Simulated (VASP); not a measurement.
# SiGe4 (P1) in VASP: single point with PBE

Aim: the single point of SiGe4 with PBE.

Program: VASP 6.6.1. These are calculated values, not measurements. Logs are shortened: lines on timing, memory, paths and dates and some standing lists are left out, and cuts for length are marked.

## Step 1: The cell of the first run

The typed cell holds 5 atoms: a = 5.339 Å, b = 5.339 Å, c = 5.339 Å, α = 109.47°, β = 109.47°, γ = 109.47°.

## Step 2: Single point, PBE

INCAR

```
SYSTEM = SiGe4
ALGO = Normal
EDIFF = 1E-6
ENCUT = 410
GGA = PE
GGA_COMPAT = .FALSE.
ISIF = 2
ISMEAR = 1
LASPH = .TRUE.
LCHARG = .FALSE.
LREAL = .FALSE.
LWAVE = .FALSE.
NBANDS = 38
NELM = 120
PREC = Accurate
SIGMA = 0.15
```

KPOINTS

```
k-points
0
G
  3 3 3
  0 0 0
```

POSCAR

```
SiGe4
1.0
   -3.0822040000      3.0822040000      3.0822040000
    3.0822040000     -3.0822040000      3.0822040000
    3.0822040000      3.0822040000     -3.0822040000
Si Ge
1 4
Direct
   -0.0010917512     -0.0150658425     -0.0463308074
    0.4246316921      0.4125482934      0.4358006478
    0.5936754997      0.0234964980      0.0430386827
   -0.0213804797      0.0033635022      0.5245009740
    0.0034953884      0.5664174078      0.0145751222
```

Potentials or basis: VASP PAW PBE potentials, release 64 (Si, Ge_d).

Started as:

```console
cat potpaw_PBE.64/Si/POTCAR potpaw_PBE.64/Ge_d/POTCAR > POTCAR
mpirun -np 1 vasp_std > vasp.out
```

OUTCAR:

```text
SYSTEM = SiGe4
   EDIFF = 1E-6
   ENCUT = 410
   GGA = PE
   ISIF = 2
   ISMEAR = 1
   LASPH = .TRUE.
   LREAL = .FALSE.
   NELM = 120
   PREC = Accurate

 ion  position               nearest neighbor table
   1  0.999  0.985  0.954-   4 2.29   5 2.37   2 2.39   3 2.42   3 2.97   2 2.98   5 3.00
   2  0.425  0.413  0.436-   1 2.39   1 2.98
   3  0.594  0.023  0.043-   1 2.42   4 2.77   1 2.97
   4  0.979  0.003  0.525-   1 2.29   3 2.77
   5  0.003  0.566  0.015-   1 2.37   1 3.00

  LATTYP: Found a body centered cubic cell.
 ALAT       =     6.1644080000

  Lattice vectors:

 A1 = (  -3.0822040000,   3.0822040000,   3.0822040000)
 A2 = (   3.0822040000,  -3.0822040000,   3.0822040000)
 A3 = (   3.0822040000,   3.0822040000,  -3.0822040000)

Analysis of symmetry for initial positions (statically):
=====================================================================
 Subroutine PRICEL returns:
 Original cell was already a primitive cell.

 Routine SETGRP: Setting up the symmetry group for a
 body centered cubic supercell.

 Subroutine GETGRP returns: Found  1 space group operations
 (whereof  1 operations were pure point group operations)
 out of a pool of 48 trial point group operations.

The static configuration has the point symmetry C_1 .

Analysis of symmetry for dynamics (positions and initial velocities):
=====================================================================
 Subroutine PRICEL returns:
 Original cell was already a primitive cell.

 Routine SETGRP: Setting up the symmetry group for a
 body centered cubic supercell.

 Subroutine GETGRP returns: Found  1 space group operations
 (whereof  1 operations were pure point group operations)
 out of a pool of 48 trial point group operations.

The dynamic configuration has the point symmetry C_1 .

 Subroutine INISYM returns: Found  1 space group operations
 (whereof  1 operations are pure point group operations),
 and found     1 'primitive' translations

----------------------------------------------------------------------------------------

                                     Primitive cell

  volume of cell :     117.1235

  direct lattice vectors                    reciprocal lattice vectors
    -3.082204000  3.082204000  3.082204000     0.000000000  0.162221579  0.162221579
     3.082204000 -3.082204000  3.082204000     0.162221579  0.000000000  0.162221579
     3.082204000  3.082204000 -3.082204000     0.162221579  0.162221579  0.000000000

  length of vectors
     5.338533927  5.338533927  5.338533927     0.229415957  0.229415957  0.229415957

  position of ions in fractional coordinates (direct lattice)
     0.998908249  0.984934157  0.953669193
     0.424631692  0.412548293  0.435800648
     0.593675500  0.023496498  0.043038683
     0.978619520  0.003363502  0.524500974
     0.003495388  0.566417408  0.014575122

  ion indices of the primitive-cell ions
   primitive index   ion index
                 1           1
                 2           2
                 3           3
                 4           4
                 5           5

----------------------------------------------------------------------------------------

 KPOINTS: k-points

Automatic generation of k-mesh.
 Grid dimensions read from file:
 generate k-points for:    3    3    3

 Generating k-lattice:

  Cartesian coordinates                     Fractional coordinates (reciprocal lattice)
     0.000000000  0.054073860  0.054073860     0.333333333  0.000000000  0.000000000
     0.054073860  0.000000000  0.054073860     0.000000000  0.333333333  0.000000000
     0.054073860  0.054073860  0.000000000     0.000000000  0.000000000  0.333333333

  Length of vectors
     0.076471986  0.076471986  0.076471986

  Shift w.r.t. Gamma in fractional coordinates (k-lattice)
     0.000000000  0.000000000  0.000000000

 Subroutine IBZKPT returns following result:
 ===========================================

 Found     14 irreducible k-points:

 Following reciprocal coordinates:
            Coordinates               Weight
  0.000000  0.000000  0.000000      1.000000
  0.333333  0.000000  0.000000      2.000000
  0.000000  0.333333  0.000000      2.000000
  0.000000  0.000000  0.333333      2.000000
  0.333333  0.000000 -0.333333      2.000000
  0.333333 -0.333333  0.000000      2.000000
  0.000000  0.333333 -0.333333      2.000000
  0.333333  0.333333  0.000000      2.000000
  0.000000  0.333333  0.333333      2.000000
  0.333333  0.000000  0.333333      2.000000
 -0.333333 -0.333333 -0.333333      2.000000
 -0.333333  0.333333  0.333333      2.000000
  0.333333 -0.333333  0.333333      2.000000
  0.333333  0.333333 -0.333333      2.000000
   k-points           NKPTS =     14   k-points in BZ     NKDIM =     14   number of bands    NBANDS=     38
   number of dos      NEDOS =    301   number of ions     NIONS =      5
   total plane-waves  NPLWV =  46656
   dimension x,y,z NGX =    36 NGY =   36 NGZ =   36
   dimension x,y,z NGXF=    72 NGYF=   72 NGZF=   72
   ions per type =               1   4
   NGX,Y,Z   is equivalent  to a cutoff of  11.21, 11.21, 11.21 a.u.
   NGXF,Y,Z  is equivalent  to a cutoff of  22.42, 22.42, 22.42 a.u.
 SYSTEM =  SiGe4
   PREC   = accura    normal or accurate (medium, high low for compatibility)
   ISTART =      0    job   : 0-new  1-cont  2-samecut
   ICHARG =      2    charge: 1-file 2-atom 10-const
   ISPIN  =      1    spin polarized calculation?
   LNONCOLLINEAR =      F non collinear calculations
   LSORBIT =      F    spin-orbit coupling
   LASPH  =      T    aspherical Exc in radial PAW
   ENCUT  =  410.0 eV  30.13 Ry    5.49 a.u.   8.81  8.81  8.81*2*pi/ulx,y,z
   NELM   =    120;   NELMIN=  2; NELMDL= -5     # of ELM steps
   EDIFF  = 0.1E-05   stopping-criterion for ELM
   LREAL  =      F    real-space projection
   EDIFFG = 0.1E-04   stopping-criterion for IOM
   NSW    =      0    number of steps for IOM
   IBRION =     -1    ionic relax: 0-MD 1-quasi-New 2-CG
   NFREE  =      0    steps in history (QN), initial steepest desc. (CG)
   ISIF   =      2    stress and relaxation
   ISYM   =      2    0-nonsym 1-usesym 2-fastsym
   POTIM  = 0.5000    time-step for ionic-motion
   TEBEG  =    0.0;   TEEND  =   0.0 temperature during run
   PSTRESS=    0.0 pullay stress
   NELECT =      60.0000    total number of electrons
   NUPDOWN=      -1.0000    fix difference up-down
   EMIN   =  10.00;   EMAX   =-10.00  energy-range for DOS
   EFERMI =   0.00;   METHOD = LEGACY
   ISMEAR =     1;   SIGMA  =   0.15  broadening in eV -4-tet -1-fermi 0-gaus
   EFERMI_NEDOS =   21; number of points for ismear=-14 and -15
   IALGO  =     38    algorithm
   IMIX   =      4    mixing-type and parameters
     AMIX     =   0.40;   BMIX     =  1.00
     AMIX_MAG =   1.60;   BMIX_MAG =  1.00
  volume/ion in A,a.u.               =      23.42       158.08
  Fermi-wavevector in a.u.,A,eV,Ry     =   1.309917  2.475385 23.346009  1.715883
  Thomas-Fermi vector in A             =   2.440483
   LORBIT       =      0    0 simple, 1 ext, 2 COOP (PROOUT), +10 PAW based schemes
   GGA     = PE    functional components
   LHFCALC =     F    Hartree Fock is set to
   AEXX    =    0.0000 exact exchange contribution
   IVDW    =     0    specifies the selected vdW correction
   LEPSILON=     F    determine dielectric tensor
   LRPA    =     F    only Hartree local field effects (RPA)
 non-spin polarized calculation
 Methfessel and Paxton  Order N= 1 SIGMA  =   0.15
  energy-cutoff  :      410.00
  volume of cell :      117.12
 maximum number of plane-waves:      2226
   NGX = 17   NGY = 17   NGZ = 17

 number of electron      59.9999992 magnetization

 Free energy of the ion-electron system (eV)
  ---------------------------------------------------
  ext. energy  EPLUGINS =         0.00000000
  ---------------------------------------------------
  free energy    TOTEN  =       -20.97871809 eV

  energy without entropy =      -20.97966824  energy(sigma->0) =      -20.97903481

 E-fermi :   4.2953     XC(G=0):  -9.7940

 val. band max:        4.2650597782   @ k =   0.3333   0.3333  -0.3333
 cond. band min:       4.5209550267   @ k =   0.3333   0.0000   0.0000
 fundamental gap:      0.2558952485
 Fermi energy:         4.2952634063

 k-point     1 :       0.0000    0.0000    0.0000
  band No.  band energies     occupation
      1     -20.2347      2.00000
      2     -20.2334      2.00000
      3     -20.1971      2.00000
      4     -20.1908      2.00000
      5     -20.1884      2.00000
      6     -20.1865      2.00000
[... 30 lines left out ...]
     37      10.6762      0.00000
     38      10.9560      0.00000

 k-point     2 :       0.3333    0.0000    0.0000
  band No.  band energies     occupation
      1     -20.2312      2.00000
      2     -20.2268      2.00000
      3     -20.1992      2.00000
      4     -20.1919      2.00000
      5     -20.1863      2.00000
      6     -20.1820      2.00000
[... 30 lines left out ...]
     37       9.4438      0.00000
     38      10.0779      0.00000

 k-point     3 :       0.0000    0.3333    0.0000
  band No.  band energies     occupation
      1     -20.2307      2.00000
      2     -20.2252      2.00000
      3     -20.1973      2.00000
      4     -20.1936      2.00000
      5     -20.1876      2.00000
      6     -20.1843      2.00000
[... 30 lines left out ...]
     37       9.6121      0.00000
     38       9.9407      0.00000

 k-point     4 :       0.0000    0.0000    0.3333
  band No.  band energies     occupation
      1     -20.2299      2.00000
      2     -20.2272      2.00000
      3     -20.1958      2.00000
      4     -20.1921      2.00000
      5     -20.1895      2.00000
      6     -20.1853      2.00000
[... 30 lines left out ...]
     37       9.6287      0.00000
     38      10.0833      0.00000
[... 293 lines left out ...]
      4     -20.1986      2.00000
      5     -20.1884      2.00000
      6     -20.1838      2.00000
[... 30 lines left out ...]
     37       9.8911      0.00000
     38      10.1999      0.00000

 k-point    13 :       0.3333   -0.3333    0.3333
  band No.  band energies     occupation
      1     -20.2318      2.00000
      2     -20.2284      2.00000
      3     -20.2036      2.00000
      4     -20.1966      2.00000
      5     -20.1874      2.00000
      6     -20.1826      2.00000
[... 30 lines left out ...]
     37       9.9001      0.00000
     38      10.0827      0.00000

 k-point    14 :       0.3333    0.3333   -0.3333
  band No.  band energies     occupation
      1     -20.2325      2.00000
      2     -20.2275      2.00000
      3     -20.2032      2.00000
      4     -20.1968      2.00000
      5     -20.1865      2.00000
      6     -20.1827      2.00000
[... 30 lines left out ...]
     37      10.0416      0.00000
     38      10.2146      0.00000

------------------------ aborting loop because EDIFF is reached ----------------------------------------

  FORCE on cell =-STRESS in cart. coord.  units (eV):
  Direction    XX          YY          ZZ          XY          YZ          ZX
  --------------------------------------------------------------------------------------
  -------------------------------------------------------------------------------------
  Total       -0.9166583     -0.3072107     -0.9818226      0.4980925     -0.8645971      0.1310268
  in kB      -12.5393182     -4.2024520    -13.4307257      6.8135975    -11.8271531      1.7923651
  external PRESSURE =     -10.0574986 kB  Pullay stress =       0.0000000 kB

 VOLUME and BASIS-vectors are now :
 -----------------------------------------------------------------------------
  energy-cutoff  :      410.00
  volume of cell :      117.12
      direct lattice vectors                 reciprocal lattice vectors
    -3.082204000  3.082204000  3.082204000     0.000000000  0.162221579  0.162221579
     3.082204000 -3.082204000  3.082204000     0.162221579  0.000000000  0.162221579
     3.082204000  3.082204000 -3.082204000     0.162221579  0.162221579  0.000000000

 POSITION                                       TOTAL-FORCE (eV/Angst)
 -----------------------------------------------------------------------------------
      2.89633      2.98247      3.17520         0.407026      0.176346     -0.339242
      1.30598      1.38047      1.23713         0.359542      0.352001      0.095496
     -1.62475      1.89006      1.76960         0.339891     -0.121543     -0.229885
     -1.38932      4.62256      1.41005        -0.878985     -0.939768      1.012600
      1.77996     -1.69012      1.71166        -0.227475      0.532965     -0.538970
 -----------------------------------------------------------------------------------
    total drift:                                0.000503     -0.001057      0.001749

  FREE ENERGIE OF THE ION-ELECTRON SYSTEM (eV)
  ---------------------------------------------------
  free  energy   TOTEN  =       -20.9787180923 eV

  energy  without entropy=      -20.9796682368  energy(sigma->0) =      -20.97903481
```

It took 38 s on 1 thread of AMD EPYC 7R13 (Zen 3), shared host; peak memory 0.18 GiB.

What came out:

```yaml
Free_energy: -20.9787 eV
Pressure: -1.0 GPa
Largest_force: 1.637 eV/Å
Band_gap_on_the_k_mesh: zero (bands 30 and 31 overlap by 1.24 eV)
```

Forces on the atoms (eV/Å):
```
Si   0.407  0.176 -0.339
Ge   0.360  0.352  0.095
Ge   0.340 -0.122 -0.230
Ge  -0.879 -0.940  1.013
Ge  -0.227  0.533 -0.539
```

Caveat: the k points lie up to 0.48 Å⁻¹ apart, too coarse for converged energies and pressures of a metal; forces of over 1 eV/Å act on the atoms, so gaps and moduli don't describe the material at rest.
